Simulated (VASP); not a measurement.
Set up this calculation in VASP 6.6.1, as the native input.

```yaml
Task: single point
Functional: r2SCAN
Potentials_or_basis: VASP PAW PBE potentials, release 64 (Zn, S)
Cutoff: 520 eV
k_mesh: 7 × 7 × 2
Occupations: gaussian, width 0.05 eV
Spin: no spin polarisation
Dipole_correction: no
Further_INCAR_settings: ALGO = Normal; EDIFF = 1e-07; NBANDS = 46
```

Crystal: ZnS.

```
Zn S
1.0
    -3.80874    0.00000    0.00000
    -1.90437   -3.29846    0.00000
     0.00000    0.00000   16.96647
Zn S
4 4
Direct
  0.00000 0.00000 0.48220
  0.00000 0.00000 0.11482
  0.33333 0.33333 0.66586
  0.66667 0.66667 0.29848
  0.00000 0.00000 0.61970
  0.00000 0.00000 0.25231
  0.33333 0.33333 0.06887
  0.66667 0.66667 0.43625
```

This cell differs from its parent crystal: the distance across one plane changed.

One way to write it, as run:

POSCAR

```
ZnS
1.0
   -3.8087369231      0.0000000000      0.0000000000
   -1.9043684615     -3.2984629317      0.0000000000
    0.0000000000      0.0000000000     16.9664651483
Zn S
4 4
Direct
    1.0000000000      1.0000000000      0.4822039893
    0.0000000000      0.0000000000      0.1148185310
    0.3333333333      0.3333333333      0.6658645535
    0.6666666667      0.6666666667      0.2984790952
    0.0000000000      1.0000000000      0.6196956100
    0.0000000000      0.0000000000      0.2523101517
    0.3333333333      0.3333333333      0.0688692304
    0.6666666667      0.6666666667      0.4362546887
```

INCAR.step1

```
PREC = Accurate
ENCUT = 520
ISMEAR = 0
SIGMA = 0.05
LREAL = F
LASPH = T
NELM = 100
NBANDS = 46
GGA = PE
ALGO = Normal
EDIFF = 1E-4
LWAVE = T
LCHARG = F
```

INCAR.step2

```
PREC = Accurate
ENCUT = 520
EDIFF = 1E-7
ISMEAR = 0
SIGMA = 0.05
LREAL = F
LASPH = T
NELM = 100
ALGO = Normal
ISIF = 2
LWAVE = F
LCHARG = F
METAGGA = R2SCAN
LMIXTAU = T
NBANDS = 46
ISTART = 1
```

KPOINTS

```
Automatic mesh
0
Gamma
  7 7 2
```

Potentials or basis: VASP PAW PBE potentials, release 64 (Zn, S).

Run with:

```sh
$ cat potpaw_PBE.64/Zn/POTCAR potpaw_PBE.64/S/POTCAR > POTCAR
$ cp INCAR.step1 INCAR
$ mpirun -np 1 vasp_std > vasp.out
$ cp INCAR.step2 INCAR
$ mpirun -np 1 vasp_std > vasp.out
```

Results of the run:

```yaml
Pressure: -0.5 GPa
Largest_force: 1.139 eV/Å
Band_gap_on_the_k_mesh: zero (bands 36 and 37 overlap by 0.25 eV)
```

Caveat: the cell differs from its parent crystal (the distance across one plane changed); the PAW data sets were made with another functional, which shifts forces and pressure a little.

Wall time 11 min on 1 thread of AMD EPYC 7R13 Processor (Zen 3), on a shared host, peak memory 0.38 GiB.
